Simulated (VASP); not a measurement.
# GaAs (F-43m) in VASP: notebook, part 2 of 2

VASP 6.6.1. The steps go on from the part before.

## 3. Relaxation of cell and atoms, PBEsol

File INCAR:

```
PREC = Accurate
ENCUT = 500
EDIFF = 1E-7
ISMEAR = 0
SIGMA = 0.05
LREAL = F
LASPH = T
NELM = 120
ALGO = Normal
ISIF = 3
LWAVE = F
LCHARG = F
GGA = PS
IBRION = 2
NSW = 80
EDIFFG = -0.003
GGA_COMPAT = F
NELMIN = 4
```

File KPOINTS:

```
Automatic mesh
0
Gamma
  8 8 8
```

File POSCAR:

```
GaAs
1.0
    0.0000000000      2.8293000000      2.8293000000
    2.8293000000      0.0000000000      2.8293000000
    2.8293000000      2.8293000000      0.0000000000
Ga As
1 1
Direct
    0.0000000000      0.0000000000      0.0000000000
    0.2500000000      0.2500000000      0.2500000000
```

Potentials or basis: VASP PAW PBE potentials, release 64 (Ga_d, As).

Command:

```bash
$ cat potpaw_PBE.64/Ga_d/POTCAR potpaw_PBE.64/As/POTCAR > POTCAR
$ mpirun -np 1 vasp_std > vasp.out
```

OUTCAR:

```text
PREC = Accurate
   ENCUT = 500
   EDIFF = 1E-7
   ISMEAR = 0
   LREAL = F
   LASPH = T
   NELM = 120
   ISIF = 3
   GGA = PS
   IBRION = 2
   NSW = 80
   EDIFFG = -0.003
   NELMIN = 4

 ion  position               nearest neighbor table
   1  0.000  0.000  0.000-   2 2.45   2 2.45   2 2.45   2 2.45
   2  0.250  0.250  0.250-   1 2.45   1 2.45   1 2.45   1 2.45

  LATTYP: Found a face centered cubic cell.
 ALAT       =     5.6586000000

  Lattice vectors:

 A1 = (   0.0000000000,   2.8293000000,   2.8293000000)
 A2 = (   2.8293000000,   0.0000000000,   2.8293000000)
 A3 = (   2.8293000000,   2.8293000000,   0.0000000000)

Analysis of symmetry for initial positions (statically):
=====================================================================
 Subroutine PRICEL returns:
 Original cell was already a primitive cell.

 Routine SETGRP: Setting up the symmetry group for a
 face centered cubic supercell.

 Subroutine GETGRP returns: Found 24 space group operations
 (whereof 24 operations were pure point group operations)
 out of a pool of 48 trial point group operations.

The static configuration has the point symmetry T_d .

Analysis of symmetry for dynamics (positions and initial velocities):
=====================================================================
 Subroutine PRICEL returns:
 Original cell was already a primitive cell.

 Routine SETGRP: Setting up the symmetry group for a
 face centered cubic supercell.

 Subroutine GETGRP returns: Found 24 space group operations
 (whereof 24 operations were pure point group operations)
 out of a pool of 48 trial point group operations.

The dynamic configuration has the point symmetry T_d .

 Subroutine INISYM returns: Found 24 space group operations
 (whereof 24 operations are pure point group operations),
 and found     1 'primitive' translations

----------------------------------------------------------------------------------------

                                     Primitive cell

  volume of cell :      45.2967

  direct lattice vectors                    reciprocal lattice vectors
     0.000000000  2.829300000  2.829300000    -0.176722157  0.176722157  0.176722157
     2.829300000  0.000000000  2.829300000     0.176722157 -0.176722157  0.176722157
     2.829300000  2.829300000  0.000000000     0.176722157  0.176722157 -0.176722157

  length of vectors
     4.001234432  4.001234432  4.001234432     0.306091755  0.306091755  0.306091755

  position of ions in fractional coordinates (direct lattice)
     0.000000000  0.000000000  0.000000000
     0.250000000  0.250000000  0.250000000

  ion indices of the primitive-cell ions
   primitive index   ion index
                 1           1
                 2           2

----------------------------------------------------------------------------------------

 KPOINTS: Automatic mesh

Automatic generation of k-mesh.
 Grid dimensions read from file:
 generate k-points for:    8    8    8

 Generating k-lattice:

  Cartesian coordinates                     Fractional coordinates (reciprocal lattice)
[... 46 lines left out ...]
   dimension x,y,z NGXF=    60 NGYF=   60 NGZF=   60
   ions per type =               1   1
   NGX,Y,Z   is equivalent  to a cutoff of  12.46, 12.46, 12.46 a.u.
   NGXF,Y,Z  is equivalent  to a cutoff of  24.93, 24.93, 24.93 a.u.
 SYSTEM =  unknown system
   PREC   = accura    normal or accurate (medium, high low for compatibility)
   ISTART =      0    job   : 0-new  1-cont  2-samecut
   ICHARG =      2    charge: 1-file 2-atom 10-const
   ISPIN  =      1    spin polarized calculation?
   LNONCOLLINEAR =      F non collinear calculations
   LSORBIT =      F    spin-orbit coupling
   LASPH  =      T    aspherical Exc in radial PAW
   ENCUT  =  500.0 eV  36.75 Ry    6.06 a.u.   7.30  7.30  7.30*2*pi/ulx,y,z
   NELM   =    120;   NELMIN=  4; NELMDL= -5     # of ELM steps
   EDIFF  = 0.1E-06   stopping-criterion for ELM
   LREAL  =      F    real-space projection
   EDIFFG = -.3E-02   stopping-criterion for IOM
   NSW    =     80    number of steps for IOM
   IBRION =      2    ionic relax: 0-MD 1-quasi-New 2-CG
   NFREE  =      1    steps in history (QN), initial steepest desc. (CG)
   ISIF   =      3    stress and relaxation
   ISYM   =      2    0-nonsym 1-usesym 2-fastsym
   POTIM  = 0.5000    time-step for ionic-motion
   TEBEG  =    0.0;   TEEND  =   0.0 temperature during run
   PSTRESS=    0.0 pullay stress
   NELECT =      18.0000    total number of electrons
   NUPDOWN=      -1.0000    fix difference up-down
   EMIN   =  10.00;   EMAX   =-10.00  energy-range for DOS
   EFERMI =   0.00;   METHOD = LEGACY
   ISMEAR =     0;   SIGMA  =   0.05  broadening in eV -4-tet -1-fermi 0-gaus
   EFERMI_NEDOS =   21; number of points for ismear=-14 and -15
   IALGO  =     38    algorithm
   IMIX   =      4    mixing-type and parameters
     AMIX     =   0.40;   BMIX     =  1.00
     AMIX_MAG =   1.60;   BMIX_MAG =  1.00
  volume/ion in A,a.u.               =      22.65       152.84
  Fermi-wavevector in a.u.,A,eV,Ry     =   1.203585  2.274445 19.709620  1.448616
  Thomas-Fermi vector in A             =   2.339334
   LORBIT       =      0    0 simple, 1 ext, 2 COOP (PROOUT), +10 PAW based schemes
   GGA     = PS    functional components
   LHFCALC =     F    Hartree Fock is set to
   AEXX    =    0.0000 exact exchange contribution
   IVDW    =     0    specifies the selected vdW correction
   LEPSILON=     F    determine dielectric tensor
   LRPA    =     F    only Hartree local field effects (RPA)
 conjugate gradient relaxation of ions
 non-spin polarized calculation
 Gauss-broadening in eV      SIGMA  =   0.05
  energy-cutoff  :      500.00
  volume of cell :       45.30
 maximum number of plane-waves:      1174
 NGX is ok and might be reduce to    30
   NGX = 15   NGY = 15   NGZ = 15

--------------------------------------- Ionic step        1  -------------------------------------------

 number of electron      17.9999993 magnetization

 Free energy of the ion-electron system (eV)
  ---------------------------------------------------
  ext. energy  EPLUGINS =         0.00000000
  ---------------------------------------------------
  free energy    TOTEN  =        -9.08736457 eV

  energy without entropy =       -9.08736457  energy(sigma->0) =       -9.08736457

------------------------ aborting loop because EDIFF is reached ----------------------------------------

  FORCE on cell =-STRESS in cart. coord.  units (eV):
  Direction    XX          YY          ZZ          XY          YZ          ZX
  --------------------------------------------------------------------------------------
  -------------------------------------------------------------------------------------
  Total        0.0376808      0.0376808      0.0376808      0.0000000      0.0000000      0.0000000
  in kB        1.3327946      1.3327946      1.3327946      0.0000000      0.0000000      0.0000000
  external PRESSURE =       1.3327946 kB  Pullay stress =       0.0000000 kB
[... 59 lines left out ...]
--------------------------------------- Ionic step        3  -------------------------------------------

 number of electron      17.9999991 magnetization

 Free energy of the ion-electron system (eV)
  ---------------------------------------------------
  ext. energy  EPLUGINS =         0.00000000
  ---------------------------------------------------
  free energy    TOTEN  =        -9.08740957 eV

  energy without entropy =       -9.08740957  energy(sigma->0) =       -9.08740957

 E-fermi :   3.9786     XC(G=0):  -9.7504

 val. band max:        3.7604440816   @ k =   0.0000   0.0000   0.0000
 cond. band min:       4.1795943632   @ k =   0.0000   0.0000   0.0000
 fundamental gap:      0.4191502816
 Fermi energy:         3.9785858887

 k-point     1 :       0.0000    0.0000    0.0000
  band No.  band energies     occupation
      1     -11.0075      2.00000
      2     -11.0075      2.00000
      3     -11.0075      2.00000
      4     -10.9287      2.00000
      5     -10.9287      2.00000
      6      -8.9571      2.00000
      7       3.7604      2.00000
      8       3.7604      2.00000
      9       3.7604      2.00000
     10       4.1796      0.00000
     11       7.4484      0.00000
     12       7.4484      0.00000
     13       7.4484      0.00000
[... 354 lines left out ...]
  band No.  band energies     occupation
      1     -11.0956      2.00000
      2     -10.9830      2.00000
      3     -10.9754      2.00000
      4     -10.9331      2.00000
      5     -10.9253      2.00000
      6      -6.8523      2.00000
      7      -2.7389      2.00000
      8       0.5150      2.00000
      9       1.8165      2.00000
     10       6.7223      0.00000
     11       7.8371      0.00000
     12      10.0441      0.00000
     13      11.3545      0.00000

 [... further k-points ...]
[... 5 lines left out ...]
  --------------------------------------------------------------------------------------
  -------------------------------------------------------------------------------------
  Total        0.0025179      0.0025179      0.0025179     -0.0000000      0.0000000     -0.0000000
  in kB        0.0888605      0.0888605      0.0888605     -0.0000000      0.0000000     -0.0000000
  external PRESSURE =       0.0888605 kB  Pullay stress =       0.0000000 kB
[... 17 lines left out ...]
  FREE ENERGIE OF THE ION-ELECTRON SYSTEM (eV)
  ---------------------------------------------------
  free  energy   TOTEN  =        -9.0874095733 eV

  energy  without entropy=       -9.0874095733  energy(sigma->0) =       -9.08740957

 reached required accuracy - stopping structural energy minimisation
```

Wall time 46 s (1 thread of AMD EPYC 7R43 (Zen 3), shared host); peak memory 0.14 GiB.

What came out:

```yaml
Free_energy: -9.0874 eV
Relaxed_volume: 22.70 Å³/atom
Relaxed_cell: a = 4.004 Å, b = 4.004 Å, c = 4.004 Å, α = 60.00°, β = 60.00°, γ = 60.00°
Space_group_after_relaxing_to_0.05_Å: F-43m (No. 216)
Energy_gained_by_relaxing: 0.0 meV/atom
Ionic_steps: 3
Pressure_after_relaxing: 0.0 GPa
Band_gap_on_the_k_mesh: 0.42 eV, direct
```

Final structure:
```yaml
crystal:
  lattice:
    - [0.00000, 2.83143, 2.83143]
    - [2.83143, 0.00000, 2.83143]
    - [2.83143, 2.83143, 0.00000]
  atoms:
    - { symbol: Ga, position: [0.00000, 0.00000, 0.00000] }
    - { symbol: As, position: [0.25000, 0.25000, 0.25000] }
```

Caveat: the PAW data sets were made with another functional, which shifts forces and pressure a little. A k mesh can miss the band edges.
